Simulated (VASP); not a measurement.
# TaN in VASP: single point with PBEsol

Aim: the single point of TaN with PBEsol.

Everything below comes from runs of VASP 6.6.1. Logs are shortened: lines on timing, memory, paths and dates and some standing lists are left out, and cuts for length are marked.

## Step 1: The cell of the first run

The cell holds a slab with vacuum, 20 atoms: a = 2.924 Å, b = 6.443 Å, c = 25.619 Å, α = 90.00°, β = 90.00°, γ = 103.12°.

## Step 2: Single point, PBEsol

Contents of INCAR:

```
  PREC = Accurate
  ENCUT = 520
  EDIFF = 1E-7
  ISMEAR = 0
  SIGMA = 0.1
  LREAL = Auto
  LASPH = True
  NELM = 60
  ALGO = Fast
  ISIF = 2
  LWAVE = False
  LCHARG = True
  LDIPOL = True
  IDIPOL = 3
  DIPOL = 0.5 0.5 0.500
  GGA = PS
  LELF = True
  LVHAR = True
  LVACPOTAV = True
  NBANDS = 96
  ISYM = 0
```

Contents of KPOINTS:

```
Automatic mesh
0
Gamma
  12 6 1
```

Contents of POSCAR:

```
TaN
1.0
    2.9239890447      0.0000000000      0.0000000000
   -1.4619945224      6.2750771106      0.0000000000
    0.0000000000      0.0000000000     25.6191739805
N Ta
10 10
Direct
    0.7997184890      0.5994934693      0.3007375851
    0.5769909727      0.1540552092      0.3388408587
    0.3717360026      0.7435649070      0.3834179814
    0.1630983212      0.3262457567      0.4273943861
    0.9533141131      0.9066619668      0.4737964174
    0.7444212219      0.4888727542      0.5186299535
    0.5363108690      0.0726110081      0.5633322914
    0.3246330075      0.6492513885      0.6093370705
    0.1179532317      0.2357465964      0.6552821705
    0.9113627991      0.8222777252      0.6954881677
    0.4219687746      0.8440597283      0.3033911600
    0.2105133335      0.4211546752      0.3421303861
    0.0042613944      0.0085890729      0.3915158803
    0.7939770285      0.5880046773      0.4350171183
    0.5859103292      0.1718551794      0.4810807230
    0.3754046145      0.7508356156      0.5257862745
    0.1676614060      0.3353268632      0.5721876632
    0.9585211326      0.9169962255      0.6154026634
    0.7504790023      0.5010175742      0.6640604750
    0.5278554576      0.0555626090      0.7031707737
```

Potentials or basis: VASP PAW PBE potentials, release 64 (N, Ta_pv).

Launch:

```bash
cat potpaw_PBE.64/N/POTCAR potpaw_PBE.64/Ta_pv/POTCAR > POTCAR
mpirun -np 1 vasp_std > vasp.out
```

OUTCAR:

```text
PREC = Accurate
   ENCUT = 520
   EDIFF = 1E-7
   ISMEAR = 0
   LREAL = Auto
   LASPH = True
   NELM = 60
   ISIF = 2
   GGA = PS
   ISYM = 0

 ion  position               nearest neighbor table
   1  0.800  0.599  0.301-  11 2.12  11 2.12  12 2.12  12 2.12
   2  0.577  0.154  0.339-  11 2.15  13 2.19  13 2.19  12 2.23  12 2.23
   3  0.372  0.744  0.383-  11 2.15  14 2.20  14 2.20  13 2.22  13 2.22  12 2.28
   4  0.163  0.326  0.427-  13 2.20  14 2.21  14 2.21  15 2.23  15 2.23  12 2.26
   5  0.953  0.907  0.474-  13 2.20  16 2.21  16 2.21  15 2.22  15 2.22  14 2.23
   6  0.744  0.489  0.519-  16 2.21  16 2.21  15 2.21  17 2.22  17 2.22  14 2.23
   7  0.536  0.073  0.563-  15 2.20  18 2.21  18 2.21  17 2.22  17 2.22  16 2.24
   8  0.325  0.649  0.609-  17 2.19  19 2.23  19 2.23  18 2.23  18 2.23  16 2.23
   9  0.118  0.236  0.655-  20 2.22  20 2.22  17 2.22  19 2.23  19 2.23  18 2.25
  10  0.911  0.822  0.695-  20 2.08  20 2.08  18 2.14  19 2.17
  11  0.422  0.844  0.303-   1 2.12   1 2.12   3 2.15   2 2.15  12 2.83  13 2.88  13 2.88
  12  0.211  0.421  0.342-   1 2.12   1 2.12   2 2.23   2 2.23   4 2.26   3 2.28  11 2.83  13 2.88
                            14 2.98  14 2.98
  13  0.004  0.009  0.392-   2 2.19   2 2.19   4 2.20   5 2.20   3 2.22   3 2.22  14 2.86  11 2.88
                            11 2.88  12 2.88  15 2.91  15 2.91
  14  0.794  0.588  0.435-   3 2.20   3 2.20   4 2.21   4 2.21   6 2.23   5 2.23  13 2.86  15 2.87
                            16 2.93  16 2.93  12 2.98  12 2.98
  15  0.586  0.172  0.481-   7 2.20   6 2.21   5 2.22   5 2.22   4 2.23   4 2.23  14 2.87  16 2.88
                            13 2.91  13 2.91  17 2.94  17 2.94
  16  0.375  0.751  0.526-   5 2.21   5 2.21   6 2.21   6 2.21   8 2.23   7 2.24  17 2.87  15 2.88
                            18 2.91  18 2.91  14 2.93  14 2.93
  17  0.168  0.335  0.572-   8 2.19   7 2.22   7 2.22   9 2.22   6 2.22   6 2.22  18 2.85  16 2.87
                            15 2.94  15 2.94  19 2.96  19 2.96
  18  0.959  0.917  0.615-  10 2.14   7 2.21   7 2.21   8 2.23   8 2.23   9 2.25  20 2.82  20 2.82
                            17 2.85  19 2.89  16 2.91  16 2.91
  19  0.750  0.501  0.664-  10 2.17   9 2.23   9 2.23   8 2.23   8 2.23  18 2.89  17 2.96  17 2.96
                            20 2.97
  20  0.528  0.056  0.703-  10 2.08  10 2.08   9 2.22   9 2.22  18 2.82  18 2.82  19 2.97

IMPORTANT INFORMATION: All symmetrisations will be switched off!
NOSYMM: (Re-)initialisation of all symmetry stuff for point group C_1.

----------------------------------------------------------------------------------------

                                     Primitive cell

  volume of cell :     470.0672

  direct lattice vectors                    reciprocal lattice vectors
     2.923989045  0.000000000  0.000000000     0.341998545  0.079680296  0.000000000
    -1.461994522  6.275077111  0.000000000     0.000000000  0.159360591  0.000000000
     0.000000000  0.000000000 25.619173981     0.000000000  0.000000000  0.039033265

  length of vectors
     2.923989045  6.443137491 25.619173981     0.351158019  0.159360591  0.039033265

  position of ions in fractional coordinates (direct lattice)
     0.799718489  0.599493469  0.300737585
     0.576990973  0.154055209  0.338840859
     0.371736003  0.743564907  0.383417981
     0.163098321  0.326245757  0.427394386
     0.953314113  0.906661967  0.473796417
     0.744421222  0.488872754  0.518629954
[... 12 lines left out ...]
     0.750479002  0.501017574  0.664060475
     0.527855458  0.055562609  0.703170774

  ion indices of the primitive-cell ions
   primitive index   ion index
                 1           1
                 2           2
                 3           3
                 4           4
                 5           5
                 6           6
[... 12 lines left out ...]
                19          19
                20          20

----------------------------------------------------------------------------------------

 KPOINTS: Automatic mesh

Automatic generation of k-mesh.
 Grid dimensions read from file:
 generate k-points for:   12    6    1

 Generating k-lattice:

  Cartesian coordinates                     Fractional coordinates (reciprocal lattice)
     0.028499879  0.006640025  0.000000000     0.083333333  0.000000000  0.000000000
     0.000000000  0.026560099  0.000000000     0.000000000  0.166666667  0.000000000
     0.000000000  0.000000000  0.039033265     0.000000000  0.000000000  1.000000000

  Length of vectors
[... 21 lines left out ...]
|                                                                             |
 -----------------------------------------------------------------------------

 WARNING: IBZKPT: internal override: KBLOWUP is changed to .FALSE.
      ... skipping the blow-up phase ...

 Subroutine IBZKPT returns following result:
 ===========================================

 Found     38 irreducible k-points:

 Following reciprocal coordinates:
            Coordinates               Weight
  0.000000  0.000000  0.000000      1.000000
  0.083333  0.000000  0.000000      2.000000
  0.166667  0.000000  0.000000      2.000000
  0.250000  0.000000  0.000000      2.000000
  0.333333  0.000000  0.000000      2.000000
  0.416667  0.000000  0.000000      2.000000
[... 16 lines left out ...]
  0.250000  0.333333  0.000000      2.000000
  0.333333  0.333333  0.000000      2.000000
 [... further k-points ...]
   k-points           NKPTS =     38   k-points in BZ     NKDIM =     38   number of bands    NBANDS=     96
   number of dos      NEDOS =    301   number of ions     NIONS =     20
   total plane-waves  NPLWV = 221184
   dimension x,y,z NGX =    24 NGY =   48 NGZ =  192
   dimension x,y,z NGXF=    48 NGYF=   96 NGZF=  384
   ions per type =              10  10
   NGX,Y,Z   is equivalent  to a cutoff of  13.65, 12.38, 12.46 a.u.
   NGXF,Y,Z  is equivalent  to a cutoff of  27.29, 24.77, 24.92 a.u.
 SYSTEM =  unknown system
   PREC   = accura    normal or accurate (medium, high low for compatibility)
   ISTART =      0    job   : 0-new  1-cont  2-samecut
   ICHARG =      2    charge: 1-file 2-atom 10-const
   ISPIN  =      1    spin polarized calculation?
   LNONCOLLINEAR =      F non collinear calculations
   LSORBIT =      F    spin-orbit coupling
   LASPH  =      T    aspherical Exc in radial PAW
   ENCUT  =  520.0 eV  38.22 Ry    6.18 a.u.   5.44 11.98 47.63*2*pi/ulx,y,z
   NELM   =     60;   NELMIN=  2; NELMDL= -5     # of ELM steps
   EDIFF  = 0.1E-06   stopping-criterion for ELM
   LREAL  =      T    real-space projection
   EDIFFG = 0.1E-05   stopping-criterion for IOM
   NSW    =      0    number of steps for IOM
   IBRION =     -1    ionic relax: 0-MD 1-quasi-New 2-CG
   NFREE  =      0    steps in history (QN), initial steepest desc. (CG)
   ISIF   =      2    stress and relaxation
   ISYM   =      0    0-nonsym 1-usesym 2-fastsym
   POTIM  = 0.5000    time-step for ionic-motion
   TEBEG  =    0.0;   TEEND  =   0.0 temperature during run
   PSTRESS=    0.0 pullay stress
   NELECT =     160.0000    total number of electrons
   NUPDOWN=      -1.0000    fix difference up-down
   EMIN   =  10.00;   EMAX   =-10.00  energy-range for DOS
   EFERMI =   0.00;   METHOD = LEGACY
   ISMEAR =     0;   SIGMA  =   0.10  broadening in eV -4-tet -1-fermi 0-gaus
   EFERMI_NEDOS =   21; number of points for ismear=-14 and -15
   IALGO  =     68    algorithm
   IMIX   =      4    mixing-type and parameters
     AMIX     =   0.40;   BMIX     =  1.00
     AMIX_MAG =   1.60;   BMIX_MAG =  1.00
  volume/ion in A,a.u.               =      23.50       158.61
  Fermi-wavevector in a.u.,A,eV,Ry     =   1.143040  2.160033 17.776569  1.306541
  Thomas-Fermi vector in A             =   2.279736
   LORBIT       =      0    0 simple, 1 ext, 2 COOP (PROOUT), +10 PAW based schemes
   GGA     = PS    functional components
   LHFCALC =     F    Hartree Fock is set to
   AEXX    =    0.0000 exact exchange contribution
   IVDW    =     0    specifies the selected vdW correction
   LEPSILON=     F    determine dielectric tensor
   LRPA    =     F    only Hartree local field effects (RPA)
 non-spin polarized calculation
 RMM-DIIS sequential band-by-band and
 Gauss-broadening in eV      SIGMA  =   0.10
  energy-cutoff  :      520.00
  volume of cell :      470.07
 maximum number of plane-waves:     12774
 NGX is ok and might be reduce to    24
   NGX = 11   NGY = 23   NGZ = 95

 dipolmoment           0.000000      0.000000     -0.014087 electrons x Angstroem

 number of electron     159.9999994 magnetization

 dipolmoment           0.000000      0.000000      0.023210 electrons x Angstroem

 Free energy of the ion-electron system (eV)
  ---------------------------------------------------
  ext. energy  EPLUGINS =         0.00000000
  ---------------------------------------------------
  free energy    TOTEN  =      -230.63340530 eV

  energy without entropy =     -230.59549356  energy(sigma->0) =     -230.61444943

 E-fermi :   1.4903     XC(G=0):  -6.9964

 val. band max:        1.4866566132   @ k =   0.0000   0.5000   0.0000
 cond. band min:       1.4957108765   @ k =  -0.1667   0.1667   0.0000
 fundamental gap:      0.0090542633
 Fermi energy:         1.4902845069

 k-point     1 :       0.0000    0.0000    0.0000
  band No.  band energies     occupation
      1     -34.1817      2.00000
      2     -34.1083      2.00000
      3     -34.0714      2.00000
      4     -33.9562      2.00000
      5     -33.9463      2.00000
      6     -33.9096      2.00000
[... 2269 lines left out ...]
     91       4.0582      0.00000
     92       4.1214      0.00000

 [... further k-points ...]

 [bands above 92 left out]

------------------------ aborting loop because EDIFF is reached ----------------------------------------

  FORCE on cell =-STRESS in cart. coord.  units (eV):
  Direction    XX          YY          ZZ          XY          YZ          ZX
  --------------------------------------------------------------------------------------
  -------------------------------------------------------------------------------------
  Total       -6.4768155    -13.4374386      0.8702730      0.0041617     -0.0982054     -0.0003027
  in kB      -22.0755826    -45.8001757      2.9662393      0.0141846     -0.3347235     -0.0010317
  external PRESSURE =     -21.6365063 kB  Pullay stress =       0.0000000 kB

 VOLUME and BASIS-vectors are now :
 -----------------------------------------------------------------------------
  energy-cutoff  :      520.00
  volume of cell :      470.07
      direct lattice vectors                 reciprocal lattice vectors
     2.923989045  0.000000000  0.000000000     0.341998545  0.079680296  0.000000000
    -1.461994522  6.275077111  0.000000000     0.000000000  0.159360591  0.000000000
     0.000000000  0.000000000 25.619173981     0.000000000  0.000000000  0.039033265

 POSITION                                       TOTAL-FORCE (eV/Angst)
 -----------------------------------------------------------------------------------
      1.46191      3.76187      7.70465        -0.000168     -0.009021     -0.029635
      1.46189      0.96671      8.68082        -0.000137      0.015672     -0.024446
     -0.00014      4.66593      9.82285         0.000037     -0.006332     -0.008305
     -0.00007      2.04722     10.94949        -0.000150     -0.001635     -0.000522
      1.46195      5.68937     12.13827        -0.000298      0.000764      0.000237
      1.46195      3.06771     13.28687        -0.000168     -0.000761     -0.001344
[... 12 lines left out ...]
      1.46191      3.14392     17.01268         0.000077     -0.006446      0.027899
      1.46221      0.34866     18.01465        -0.001657      0.029844      0.049106
 -----------------------------------------------------------------------------------
    total drift:                                0.001595     -0.001773      0.002933

  FREE ENERGIE OF THE ION-ELECTRON SYSTEM (eV)
  ---------------------------------------------------
  free  energy   TOTEN  =      -230.6334053036 eV

  energy  without entropy=     -230.5954935604  energy(sigma->0) =     -230.61444943

 vacuum level on the upper side and lower side of the slab         5.748         5.519
```

It took 2.1 h on 1 thread of Oxide Virtual Turin-like, shared host; peak memory 1.1 GiB.

What came out:

- Free energy: -230.6334 eV
- Largest force: 0.057 eV/Å
- Band gap on the k mesh: zero (bands 80 and 81 overlap by 0.69 eV)

Forces in eV/Å, atoms in the order of the input:
```
N    0.000 -0.009 -0.030
N    0.000  0.016 -0.024
N    0.000 -0.006 -0.008
N    0.000 -0.002 -0.001
N    0.000  0.001  0.000
N    0.000 -0.001 -0.001
N    0.000 -0.002 -0.002
N    0.000 -0.001  0.005
N    0.000  0.003  0.008
N    0.000 -0.040  0.033
Ta   0.001  0.028 -0.046
Ta   0.000 -0.021  0.002
Ta   0.002  0.002  0.003
Ta   0.000 -0.002  0.001
Ta   0.000  0.004 -0.002
Ta   0.000  0.001  0.001
Ta   0.000  0.001 -0.001
Ta   0.000  0.004 -0.012
Ta   0.000 -0.006  0.028
Ta  -0.002  0.030  0.049
```

Levels at points of the mesh, in eV from the Fermi level:
```csv
k point,band 77,band 78,band 79,band 80,band 81,band 82,band 83,band 84
"(0.00, 0.00, 0.00)",-1.30,-1.08,-0.70,-0.32,-0.03,0.24,0.31,0.68
"(0.50, 0.00, 0.00)",-0.89,-0.56,0.14,0.19,0.65,1.09,1.19,1.86
"(0.00, 0.50, 0.00)",-0.97,-0.74,-0.30,0.00,0.12,0.39,0.73,0.87
"(0.50, 0.50, 0.00)",-0.89,-0.56,0.14,0.19,0.65,1.09,1.19,1.86
```

Caveat: the PAW data sets were made with another functional, which shifts forces and pressure a little; spin-orbit coupling is left out, which moves the levels of the heavy elements.
